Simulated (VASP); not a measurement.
# ZrB2 (P6/mmm) in VASP: single point with PBE

Aim: the single point of ZrB2 with PBE.

Everything below comes from runs of VASP 6.6.1. Logs are shortened: lines on timing, memory, paths and dates and some standing lists are left out, and cuts for length are marked.

## 1. The cell of the first run

Symmetry: P6/mmm, No. 191, hexagonal system. The conventional cell has a = 3.172 Å, b = 3.172 Å, c = 3.541 Å, α = 90.00°, β = 90.00°, γ = 120.00°. Zr (site symmetry 6/mmm) has 12 B at 2.55 Å and 6 Zr at 3.17 Å within 3.4 Å. B (site symmetry -6m2) has 3 B at 1.83 Å within 2.4 Å.

## 2. Single point, PBE

The input, INCAR:

```
SYSTEM = ZrB2
ALGO = Normal
EDIFF = 1E-6
ENCUT = 520
GGA = PE
ISIF = 2
ISMEAR = 0
LASPH = .TRUE.
LCHARG = .TRUE.
LELF = .TRUE.
LREAL = .FALSE.
LVHAR = .TRUE.
LWAVE = .FALSE.
NBANDS = 16
NELM = 80
PREC = Accurate
SIGMA = 0.1
```

The input, KPOINTS:

```
k-points
0
G
  18 18 14
  0 0 0
```

The input, POSCAR:

```
ZrB2
1.0
    3.1715336942      0.0000000000      0.0000000000
   -1.5857668471      2.7466287481      0.0000000000
    0.0000000000      0.0000000000      3.5409749854
Zr B
1 2
Direct
    0.0000000000      0.0000000000      0.0000000000
    0.3333333333      0.6666666667      0.5000000000
    0.6666666667      0.3333333333      0.5000000000
```

Potentials or basis: VASP PAW PBE potentials, release 64 (Zr_sv, B).

The run is started by

```console
$ cat potpaw_PBE.64/Zr_sv/POTCAR potpaw_PBE.64/B/POTCAR > POTCAR
$ mpirun -np 1 vasp_std > vasp.out
```

OUTCAR:

```text
SYSTEM = ZrB2
   EDIFF = 1E-6
   ENCUT = 520
   GGA = PE
   ISIF = 2
   ISMEAR = 0
   LASPH = .TRUE.
   LREAL = .FALSE.
   NELM = 80
   PREC = Accurate

 ion  position               nearest neighbor table
   1  0.000  0.000  0.000-   2 2.55   3 2.55   2 2.55   3 2.55   2 2.55   2 2.55   3 2.55   3 2.55
                             3 2.55   3 2.55   2 2.55   2 2.55
   2  0.333  0.667  0.500-   3 1.83   3 1.83   3 1.83   1 2.55   1 2.55   1 2.55   1 2.55   1 2.55
                             1 2.55
   3  0.667  0.333  0.500-   2 1.83   2 1.83   2 1.83   1 2.55   1 2.55   1 2.55   1 2.55   1 2.55
                             1 2.55

  LATTYP: Found a hexagonal cell.
 ALAT       =     3.1715336942
 C/A-ratio  =     1.1164866361

  Lattice vectors:

 A1 = (   3.1715336942,   0.0000000000,   0.0000000000)
 A2 = (  -1.5857668471,   2.7466287481,   0.0000000000)
 A3 = (   0.0000000000,   0.0000000000,   3.5409749854)

Analysis of symmetry for initial positions (statically):
=====================================================================
 Subroutine PRICEL returns:
 Original cell was already a primitive cell.

 Routine SETGRP: Setting up the symmetry group for a
 hexagonal supercell.

 Subroutine GETGRP returns: Found 24 space group operations
 (whereof 24 operations were pure point group operations)
 out of a pool of 24 trial point group operations.

The static configuration has the point symmetry D_6h.

Analysis of symmetry for dynamics (positions and initial velocities):
=====================================================================
 Subroutine PRICEL returns:
 Original cell was already a primitive cell.

 Routine SETGRP: Setting up the symmetry group for a
 hexagonal supercell.

 Subroutine GETGRP returns: Found 24 space group operations
 (whereof 24 operations were pure point group operations)
 out of a pool of 24 trial point group operations.

The dynamic configuration has the point symmetry D_6h.

 Subroutine INISYM returns: Found 24 space group operations
 (whereof 24 operations are pure point group operations),
 and found     1 'primitive' translations

----------------------------------------------------------------------------------------

                                     Primitive cell

  volume of cell :      30.8455

  direct lattice vectors                    reciprocal lattice vectors
     3.171533694  0.000000000  0.000000000     0.315304864  0.182041348  0.000000000
    -1.585766847  2.746628748  0.000000000     0.000000000  0.364082696  0.000000000
     0.000000000  0.000000000  3.540974985     0.000000000  0.000000000  0.282408095

  length of vectors
     3.171533694  3.171533694  3.540974985     0.364082696  0.364082696  0.282408095

  position of ions in fractional coordinates (direct lattice)
     0.000000000  0.000000000  0.000000000
     0.333333333  0.666666667  0.500000000
     0.666666667  0.333333333  0.500000000

  ion indices of the primitive-cell ions
   primitive index   ion index
                 1           1
                 2           2
                 3           3

----------------------------------------------------------------------------------------

 KPOINTS: k-points

Automatic generation of k-mesh.
 Grid dimensions read from file:
 generate k-points for:   18   18   14

 Generating k-lattice:

  Cartesian coordinates                     Fractional coordinates (reciprocal lattice)
     0.017516937  0.010113408  0.000000000     0.055555556  0.000000000  0.000000000
     0.000000000  0.020226816  0.000000000     0.000000000  0.055555556  0.000000000
     0.000000000  0.000000000  0.020172007     0.000000000  0.000000000  0.071428571

  Length of vectors
     0.020226816  0.020226816  0.020172007

  Shift w.r.t. Gamma in fractional coordinates (k-lattice)
     0.000000000  0.000000000  0.000000000

 Subroutine IBZKPT returns following result:
 ===========================================

 Found    296 irreducible k-points:

 Following reciprocal coordinates:
            Coordinates               Weight
  0.000000  0.000000  0.000000      1.000000
  0.055556  0.000000  0.000000      6.000000
  0.111111  0.000000  0.000000      6.000000
  0.166667  0.000000  0.000000      6.000000
  0.222222 -0.000000  0.000000      6.000000
  0.277778  0.000000  0.000000      6.000000
[... 16 lines left out ...]
  0.333333  0.111111  0.000000     12.000000
  0.388889  0.111111  0.000000     12.000000
 [... further k-points ...]
   k-points           NKPTS =    296   k-points in BZ     NKDIM =    296   number of bands    NBANDS=     16
   number of dos      NEDOS =    301   number of ions     NIONS =      3
   total plane-waves  NPLWV =  16128
   dimension x,y,z NGX =    24 NGY =   24 NGZ =   28
   dimension x,y,z NGXF=    48 NGYF=   48 NGZF=   56
   ions per type =               1   2
   NGX,Y,Z   is equivalent  to a cutoff of  12.58, 12.58, 13.15 a.u.
   NGXF,Y,Z  is equivalent  to a cutoff of  25.16, 25.16, 26.29 a.u.
 SYSTEM =  ZrB2
   PREC   = accura    normal or accurate (medium, high low for compatibility)
   ISTART =      0    job   : 0-new  1-cont  2-samecut
   ICHARG =      2    charge: 1-file 2-atom 10-const
   ISPIN  =      1    spin polarized calculation?
   LNONCOLLINEAR =      F non collinear calculations
   LSORBIT =      F    spin-orbit coupling
   LASPH  =      T    aspherical Exc in radial PAW
   ENCUT  =  520.0 eV  38.22 Ry    6.18 a.u.   5.90  5.90  6.58*2*pi/ulx,y,z
   NELM   =     80;   NELMIN=  2; NELMDL= -5     # of ELM steps
   EDIFF  = 0.1E-05   stopping-criterion for ELM
   LREAL  =      F    real-space projection
   EDIFFG = 0.1E-04   stopping-criterion for IOM
   NSW    =      0    number of steps for IOM
   IBRION =     -1    ionic relax: 0-MD 1-quasi-New 2-CG
   NFREE  =      0    steps in history (QN), initial steepest desc. (CG)
   ISIF   =      2    stress and relaxation
   ISYM   =      2    0-nonsym 1-usesym 2-fastsym
   POTIM  = 0.5000    time-step for ionic-motion
   TEBEG  =    0.0;   TEEND  =   0.0 temperature during run
   PSTRESS=    0.0 pullay stress
   NELECT =      18.0000    total number of electrons
   NUPDOWN=      -1.0000    fix difference up-down
   EMIN   =  10.00;   EMAX   =-10.00  energy-range for DOS
   EFERMI =   0.00;   METHOD = LEGACY
   ISMEAR =     0;   SIGMA  =   0.10  broadening in eV -4-tet -1-fermi 0-gaus
   EFERMI_NEDOS =   21; number of points for ismear=-14 and -15
   IALGO  =     38    algorithm
   IMIX   =      4    mixing-type and parameters
     AMIX     =   0.40;   BMIX     =  1.00
     AMIX_MAG =   1.60;   BMIX_MAG =  1.00
  volume/ion in A,a.u.               =      10.28        69.39
  Fermi-wavevector in a.u.,A,eV,Ry     =   1.368049  2.585238 25.464089  1.871558
  Thomas-Fermi vector in A             =   2.494047
   LORBIT       =      0    0 simple, 1 ext, 2 COOP (PROOUT), +10 PAW based schemes
   GGA     = PE    functional components
   LHFCALC =     F    Hartree Fock is set to
   AEXX    =    0.0000 exact exchange contribution
   IVDW    =     0    specifies the selected vdW correction
   LEPSILON=     F    determine dielectric tensor
   LRPA    =     F    only Hartree local field effects (RPA)
 non-spin polarized calculation
 Gauss-broadening in eV      SIGMA  =   0.10
  energy-cutoff  :      520.00
  volume of cell :       30.85
 maximum number of plane-waves:       852
 NGX is ok and might be reduce to    24
   NGX = 11   NGY = 11   NGZ = 13

 number of electron      18.0000000 magnetization

 Free energy of the ion-electron system (eV)
  ---------------------------------------------------
  ext. energy  EPLUGINS =         0.00000000
  ---------------------------------------------------
  free energy    TOTEN  =       -24.97825494 eV

  energy without entropy =      -24.97643110  energy(sigma->0) =      -24.97734302

 E-fermi :  10.5588     XC(G=0): -12.4280

 val. band max:       10.5316643478   @ k =   0.0556   0.0556   0.2857
 cond. band min:      10.5684966806   @ k =   0.1667   0.1667   0.2143
 fundamental gap:      0.0368323328
 Fermi energy:        10.5587629972

 k-point     1 :       0.0000    0.0000    0.0000
  band No.  band energies     occupation
      1     -38.1530      2.00000
      2     -16.3402      2.00000
      3     -15.7863      2.00000
      4     -15.7863      2.00000
      5      -2.2281      2.00000
      6       7.8776      2.00000
[... 8 lines left out ...]
     15      15.6327      0.00000
     16      15.6327      0.00000

 k-point     2 :       0.0556    0.0000    0.0000
  band No.  band energies     occupation
      1     -38.1495      2.00000
      2     -16.3351      2.00000
      3     -15.8166      2.00000
      4     -15.7928      2.00000
      5      -2.1662      2.00000
      6       7.6883      2.00000
[... 8 lines left out ...]
     15      15.9437      0.00000
     16      16.1059      0.00000

 k-point     3 :       0.1111    0.0000    0.0000
  band No.  band energies     occupation
      1     -38.1396      2.00000
      2     -16.3203      2.00000
      3     -15.9028      2.00000
      4     -15.8116      2.00000
      5      -1.9836      2.00000
      6       7.1872      2.00000
[... 8 lines left out ...]
     15      16.3762      0.00000
     16      17.0053      0.00000

 k-point     4 :       0.1667    0.0000    0.0000
  band No.  band energies     occupation
      1     -38.1244      2.00000
      2     -16.2976      2.00000
      3     -16.0325      2.00000
      4     -15.8402      2.00000
      5      -1.6893      2.00000
      6       6.5012      2.00000
[... 8 lines left out ...]
     15      17.2452      0.00000
     16      17.3860      0.00000

 k-point     5 :       0.2222   -0.0000    0.0000
  band No.  band energies     occupation
      1     -38.1056      2.00000
      2     -16.2695      2.00000
      3     -16.1878      2.00000
      4     -15.8751      2.00000
      5      -1.2957      2.00000
      6       5.7283      2.00000
[... 8 lines left out ...]
     15      17.3545      0.00000
     16      18.5954      0.00000

 k-point     6 :       0.2778    0.0000    0.0000
  band No.  band energies     occupation
      1     -38.0856      2.00000
      2     -16.3488      2.00000
      3     -16.2395      2.00000
      4     -15.9118      2.00000
      5      -0.8160      2.00000
      6       4.9231      2.00000
[... 8 lines left out ...]
     15      17.9263      0.00000
     16      19.8855      0.00000
[... 267 lines left out ...]
 k-point    21 :       0.2222    0.1111    0.0000
  band No.  band energies     occupation
      1     -38.0794      2.00000
      2     -16.3645      2.00000
      3     -16.2303      2.00000
      4     -15.9588      2.00000
      5      -0.6545      2.00000
      6       4.9129      2.00000
[... 8 lines left out ...]
     15      17.5245      0.00000
     16      19.3508      0.00000

 k-point    22 :       0.2778    0.1111    0.0000
  band No.  band energies     occupation
      1     -38.0616      2.00000
      2     -16.4915      2.00000
      3     -16.2036      2.00000
      4     -16.0033      2.00000
      5      -0.1045      2.00000
      6       4.1721      2.00000
[... 8 lines left out ...]
     15      18.3554      0.00000
     16      20.0838      0.00000

 k-point    23 :       0.3333    0.1111    0.0000
  band No.  band energies     occupation
      1     -38.0471      2.00000
      2     -16.5932      2.00000
      3     -16.1817      2.00000
      4     -16.0395      2.00000
      5       0.5087      2.00000
      6       3.4137      2.00000
[... 8 lines left out ...]
     15      19.2321      0.00000
     16      19.8141      0.00000

 k-point    24 :       0.3889    0.1111    0.0000
  band No.  band energies     occupation
      1     -38.0375      2.00000
      2     -16.6587      2.00000
      3     -16.1674      2.00000
      4     -16.0629      2.00000
      5       1.1703      2.00000
      6       2.6611      2.00000
[... 8 lines left out ...]
     15      19.1884      0.00000
     16      19.9460      0.00000

 [... further k-points ...]

------------------------ aborting loop because EDIFF is reached ----------------------------------------

  FORCE on cell =-STRESS in cart. coord.  units (eV):
  Direction    XX          YY          ZZ          XY          YZ          ZX
  --------------------------------------------------------------------------------------
  -------------------------------------------------------------------------------------
  Total        0.0284780      0.0284780      0.0350297      0.0000000      0.0000000      0.0000000
  in kB        1.4792053      1.4792053      1.8195119      0.0000000      0.0000000      0.0000000
  external PRESSURE =       1.5926408 kB  Pullay stress =       0.0000000 kB

 VOLUME and BASIS-vectors are now :
 -----------------------------------------------------------------------------
  energy-cutoff  :      520.00
  volume of cell :       30.85
      direct lattice vectors                 reciprocal lattice vectors
     3.171533694  0.000000000  0.000000000     0.315304864  0.182041348  0.000000000
    -1.585766847  2.746628748  0.000000000     0.000000000  0.364082696  0.000000000
     0.000000000  0.000000000  3.540974985     0.000000000  0.000000000  0.282408095

 POSITION                                       TOTAL-FORCE (eV/Angst)
 -----------------------------------------------------------------------------------
      0.00000      0.00000      0.00000         0.000000     -0.000000      0.000000
     -0.00000      1.83109      1.77049         0.000000     -0.000000      0.000000
      1.58577      0.91554      1.77049        -0.000000      0.000000      0.000000
 -----------------------------------------------------------------------------------
    total drift:                               -0.000000      0.000000     -0.000000

  FREE ENERGIE OF THE ION-ELECTRON SYSTEM (eV)
  ---------------------------------------------------
  free  energy   TOTEN  =       -24.9782549368 eV

  energy  without entropy=      -24.9764311041  energy(sigma->0) =      -24.97734302
```

Wall time 2.6 min (1 thread of Intel Xeon 8259CL, shared host); peak memory 0.26 GiB.

What came out:

| Item | Value |
| --- | --- |
| Free energy | -24.9783 eV |
| Pressure | 0.2 GPa |
| Band gap on the k mesh | zero (bands 9 and 10 overlap by 1.18 eV) |

The gap in the log of VASP goes by the Fermi energy; the results here count the filled bands.